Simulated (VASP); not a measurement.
# Ta2N (P-3m1) in VASP: a series of runs

The runs below take Ta2N through single point, with PBEsol, r2SCAN, PBEsol+U, r2SCAN+D4.

Program: VASP 6.6.1. These are calculated values, not measurements. Logs are shortened: lines on timing, memory, paths and dates and some standing lists are left out, and cuts for length are marked.

### 1 The cell of the first run

It takes space group P-3m1 (No. 164, trigonal). Conventional cell: a = 3.113 Å, b = 3.113 Å, c = 4.870 Å, α = 90.00°, β = 90.00°, γ = 120.00°. Within 3.2 Å of Ta (site symmetry 3m) lie 3 N at 2.18 Å and 12 Ta at 2.99 to 3.11 Å. Within 2.9 Å of N (site symmetry -3m) lie 6 Ta at 2.18 Å.

### 2 Single point, PBEsol, non-collinear spin, zero start, spin-orbit coupling

File INCAR:

```
ALGO     = Normal         # electronic algorithm
EDIFF    = 1E-6           # SCF threshold, eV
ENCUT    = 700            # plane-wave cutoff, eV
GGA      = PS             # functional
GGA_COMPAT= F            
ISIF     = 2              # what is computed and relaxed
ISMEAR   = -1             # smearing method
LASPH    = T              # aspherical terms in the spheres
LCHARG   = F              # write CHGCAR
LMAXMIX  = 4              # l up to which the mixer works
LORBIT   = 11             # projections on sites
LORBMOM  = T            
LREAL    = F              # projectors in reciprocal space
LSORBIT  = T              # spin-orbit coupling
LWAVE    = F              # write WAVECAR
MAGMOM   = 0 0 0 0 0 0 0 0 0 # initial moments
NBANDS   = 44             # bands
NELM     = 200            # most SCF steps
PREC     = Accurate       # precision mode
SIGMA    = 0.05           # smearing width, eV
```

File KPOINTS:

```
k-points
0
Gamma
  10 10 6
```

File POSCAR:

```
Ta2N
1.0
    3.1128615060      0.0000000000      0.0000000000
   -1.5564307530      2.6958171426      0.0000000000
    0.0000000000      0.0000000000      4.8698410000
Ta N
2 1
Direct
    0.3333333333      0.6666666667      0.2547110000
    0.6666666667      0.3333333333      0.7452890000
    0.0000000000      0.0000000000      0.0000000000
```

Potentials or basis: VASP PAW PBE potentials, release 64 (Ta_sv_GW, N).

The run is started by

```bash
> cat potpaw_PBE.64/Ta_sv_GW/POTCAR potpaw_PBE.64/N/POTCAR > POTCAR
> mpirun -np 1 vasp_ncl > vasp.out
```

OUTCAR:

```text
EDIFF = 1E-6
   ENCUT = 700
   GGA = PS
   ISIF = 2
   ISMEAR = -1
   LASPH = T
   LORBIT = 11
   LREAL = F
   LSORBIT = T
   NELM = 200
   PREC = Accurate

 ion  position               nearest neighbor table
   1  0.333  0.667  0.255-   3 2.18   3 2.18   3 2.18   2 2.99   2 2.99   2 2.99   2 3.06   2 3.06
                             2 3.06
   2  0.667  0.333  0.745-   3 2.18   3 2.18   3 2.18   1 2.99   1 2.99   1 2.99   1 3.06   1 3.06
                             1 3.06
   3  0.000  0.000  0.000-   1 2.18   2 2.18   1 2.18   2 2.18   2 2.18   1 2.18

  LATTYP: Found a hexagonal cell.
 ALAT       =     3.1128615060
 C/A-ratio  =     1.5644258476

  Lattice vectors:

 A1 = (   3.1128615060,   0.0000000000,   0.0000000000)
 A2 = (  -1.5564307530,   2.6958171426,   0.0000000000)
 A3 = (   0.0000000000,   0.0000000000,   4.8698410000)

Analysis of symmetry for initial positions (statically):
=====================================================================
 Subroutine PRICEL returns:
 Original cell was already a primitive cell.

 Routine SETGRP: Setting up the symmetry group for a
 hexagonal supercell.

 Subroutine GETGRP returns: Found 12 space group operations
 (whereof 12 operations were pure point group operations)
 out of a pool of 24 trial point group operations.

The static configuration has the point symmetry D_3d.

Analysis of symmetry for dynamics (positions and initial velocities):
=====================================================================
 Subroutine PRICEL returns:
 Original cell was already a primitive cell.

 Routine SETGRP: Setting up the symmetry group for a
 hexagonal supercell.

 Subroutine GETGRP returns: Found 12 space group operations
 (whereof 12 operations were pure point group operations)
 out of a pool of 24 trial point group operations.

The dynamic configuration has the point symmetry D_3d.

Analysis of structural, dynamic, and magnetic symmetry:
=====================================================================
 Subroutine PRICEL returns:
 Original cell was already a primitive cell.

 Routine SETGRP: Setting up the symmetry group for a
 hexagonal supercell.

 Subroutine GETGRP returns: Found 12 space group operations
 (whereof 12 operations were pure point group operations)
 out of a pool of 24 trial point group operations.

[... 1294 lines left out ...]
 -----------------------------------------------------------------------------------
    total drift:                                0.000000     -0.000000      0.000000

  FREE ENERGIE OF THE ION-ELECTRON SYSTEM (eV)
  ---------------------------------------------------
  free  energy   TOTEN  =       -44.3435483517 eV

  energy  without entropy=      -44.3308151106  energy(sigma->0) =      -44.33718173

 orbital moment (x)

 # of ion     p       d       f       tot
 ------------------------------------------------
  1         0.000   0.000   0.000   0.000
  2        -0.000   0.000   0.000   0.000
  3        -0.000   0.000   0.000  -0.000
 ------------------------------------------------
            0.000   0.000   0.000   0.000

 orbital moment (y)

 # of ion     p       d       f       tot
 ------------------------------------------------
  1         0.000  -0.000   0.000  -0.000
  2         0.000   0.000  -0.000   0.000
  3         0.000   0.000   0.000   0.000
 ------------------------------------------------
            0.000   0.000   0.000   0.000

 orbital moment (z)

 # of ion     p       d       f       tot
 ------------------------------------------------
  1         0.000   0.000  -0.000  -0.000
  2         0.000   0.000  -0.000  -0.000
  3         0.000   0.000   0.000   0.000
 ------------------------------------------------
            0.000   0.000  -0.000   0.000

 Spin-Orbit-Coupling matrix elements

 Ion:    1  E_soc:     -2.8344617
 l=   1
     0.0000000    -0.4511816    -0.4510911
    -0.4511816     0.0000000    -0.4511816
    -0.4510911    -0.4511816     0.0000000
 l=   2
     0.0000000    -0.0040069     0.0000000    -0.0040069    -0.0165188
    -0.0040069     0.0000000    -0.0134507    -0.0044063    -0.0040069
     0.0000000    -0.0134507     0.0000000    -0.0134507     0.0000000
    -0.0040069    -0.0044063    -0.0134507     0.0000000    -0.0040069
    -0.0165188    -0.0040069     0.0000000    -0.0040069     0.0000000
 l=   3
     0.0000000     0.0000002     0.0000000     0.0000000     0.0000000     0.0000002     0.0000184
     0.0000002     0.0000000     0.0000070     0.0000000     0.0000070     0.0000038     0.0000036
     0.0000000     0.0000070     0.0000000     0.0000088     0.0000021     0.0000070     0.0000000
     0.0000000     0.0000000     0.0000088     0.0000000     0.0000088     0.0000000     0.0000000
[... 29 lines left out ...]
 l=   2
     0.0000000     0.0000000     0.0000000     0.0000000     0.0000000
     0.0000000     0.0000000     0.0000000     0.0000000     0.0000000
     0.0000000     0.0000000     0.0000000     0.0000000     0.0000000
     0.0000000     0.0000000     0.0000000     0.0000000     0.0000000
     0.0000000     0.0000000     0.0000000     0.0000000     0.0000000
 l=   3
     0.0000000     0.0000000     0.0000000     0.0000000     0.0000000     0.0000000     0.0000000
     0.0000000     0.0000000     0.0000000     0.0000000     0.0000000     0.0000000     0.0000000
     0.0000000     0.0000000     0.0000000     0.0000000     0.0000000     0.0000000     0.0000000
     0.0000000     0.0000000     0.0000000     0.0000000     0.0000000     0.0000000     0.0000000
     0.0000000     0.0000000     0.0000000     0.0000000     0.0000000     0.0000000     0.0000000
     0.0000000     0.0000000     0.0000000     0.0000000     0.0000000     0.0000000     0.0000000
     0.0000000     0.0000000     0.0000000     0.0000000     0.0000000     0.0000000     0.0000000

 total charge

# of ion       s       p       d       f       tot
--------------------------------------------------
    1        3.285   6.041   2.317   0.067  11.710
    2        3.285   6.041   2.317   0.067  11.710
    3        1.232   2.463   0.000   0.000   3.696
--------------------------------------------------
tot          7.802  14.545   4.634   0.134  27.115

 magnetization (x)

# of ion       s       p       d       f       tot
--------------------------------------------------
    1        0.000  -0.000   0.000   0.000   0.000
    2        0.000  -0.000   0.000   0.000  -0.000
    3        0.000  -0.000   0.000   0.000  -0.000
--------------------------------------------------
tot          0.000  -0.000   0.000   0.000   0.000

 magnetization (y)

# of ion       s       p       d       f       tot
--------------------------------------------------
    1       -0.000  -0.000  -0.000   0.000  -0.000
    2        0.000  -0.000  -0.000   0.000  -0.000
    3        0.000   0.000   0.000   0.000   0.000
--------------------------------------------------
tot          0.000  -0.000  -0.000   0.000  -0.000

 magnetization (z)

# of ion       s       p       d       f       tot
--------------------------------------------------
    1        0.000   0.000   0.000   0.000   0.000
    2        0.000   0.000   0.000   0.000   0.000
    3        0.000   0.000   0.000   0.000   0.000
--------------------------------------------------
tot          0.000   0.000   0.000   0.000   0.000
```

Run time: 3.9 min. Hardware: 1 thread of AMD EPYC 9R45 (Zen 5), shared host; peak memory 0.48 GiB.

What came out:

- Free energy: -44.3435 eV
- Pressure: -9.2 GPa
- Largest force: 0.272 eV/Å
- Net moment: 0.00 μB per cell
- Valence electrons inside the program's atomic spheres: Ta 11.71; N 3.70

Forces on the atoms (eV/Å):
```
Ta   0.000  0.000 -0.272
Ta   0.000  0.000  0.272
N    0.000  0.000  0.000
```

Stress tensor (GPa, compression positive):
```
-9.38  0.00  0.00
 0.00 -9.38  0.00
 0.00  0.00 -8.72
```

Moments on the atoms (μB; x, y, z):
```
Ta  0.00 0.00 0.00
Ta  0.00 0.00 0.00
N   0.00 0.00 0.00
```

Caveat: the cell stands under tension; the PAW data sets were made with another functional, which shifts forces and pressure a little.

### 3 Single point, r2SCAN

This run uses another cell than the first one, of 12.25 Å³/atom.

File POSCAR:

```
Ta2N
1.0
    2.9792054496      0.0000000000      0.0000000000
   -1.4896027248      2.5800676025      0.0000000000
    0.0000000000      0.0000000000      4.7825461349
Ta N
2 1
Direct
    0.3333333333      0.6666666667      0.2602564747
    0.6666666667      0.3333333333      0.7397435253
    0.0000000000      0.0000000000      0.0000000000
```

File INCAR.step1:

```
  PREC = Accurate
  ENCUT = 770
  ISMEAR = -1
  SIGMA = 0.05
  LREAL = F
  LASPH = T
  NELM = 120
  NBANDS = 22
  GGA = PE
  ALGO = Normal
  EDIFF = 1E-5
  LWAVE = T
  LCHARG = F
  GGA_COMPAT = F
```

File INCAR.step2:

```
  PREC = Accurate
  ENCUT = 770
  EDIFF = 1E-6
  ISMEAR = -1
  SIGMA = 0.05
  LREAL = F
  LASPH = T
  NELM = 120
  ALGO = Normal
  ISIF = 2
  LWAVE = F
  LCHARG = F
  METAGGA = R2SCAN
  LMIXTAU = T
  NBANDS = 22
  ISTART = 1
  GGA_COMPAT = F
```

File KPOINTS:

```
regular mesh
0
Gamma
  10 10 6
```

Potentials or basis: VASP PAW PBE potentials, release 64 (Ta_sv_GW, N).

The run is started by

```bash
> cat potpaw_PBE.64/Ta_sv_GW/POTCAR potpaw_PBE.64/N/POTCAR > POTCAR
> cp INCAR.step1 INCAR
> mpirun -np 1 vasp_std > vasp.out
> cp INCAR.step2 INCAR
> mpirun -np 1 vasp_std > vasp.out
```

It took 6.2 min on 1 thread of AMD EPYC 7R13 (Zen 3), shared host; peak memory 0.25 GiB.

Results (log left out):

```
Free energy            : -113.8179 eV
Pressure               : 29.9 GPa
Largest force          : 0.065 eV/Å
Band gap on the k mesh : zero (an odd number of electrons rules out a gap without spin polarisation)
```

Forces on the atoms (eV/Å):
```
Ta   0.000  0.000  0.065
Ta   0.000  0.000 -0.065
N    0.000  0.000  0.000
```

Stress tensor (GPa, compression positive):
```
29.96  0.00  0.00
 0.00 29.96  0.00
 0.00  0.00 29.86
```

Levels at points of the mesh, in eV from the Fermi level:
```tsv
k point	band 12	band 13	band 14	band 15	band 16	band 17	band 18	band 19	band 20	band 21
(0.00, 0.00, 0.00)	-6.60	-5.45	-0.98	-0.27	-0.27	-0.05	0.67	0.67	1.17	1.17
(0.50, 0.00, 0.00)	-7.05	-5.39	-3.03	-1.41	1.58	2.45	4.79	4.80	5.00	5.15
(0.00, 0.00, 0.50)	-6.82	-3.75	-2.96	-1.15	-1.15	1.89	2.88	2.88	2.99	2.99
(0.50, 0.00, 0.50)	-6.70	-3.78	-2.49	-2.29	-0.84	0.75	4.34	4.60	4.94	5.38
```

Caveat: the cell stands under pressure; the PAW data sets were made with another functional, which shifts forces and pressure a little; spin-orbit coupling is left out, which moves the levels of the heavy elements.

(Continued in part 2 of 2.)
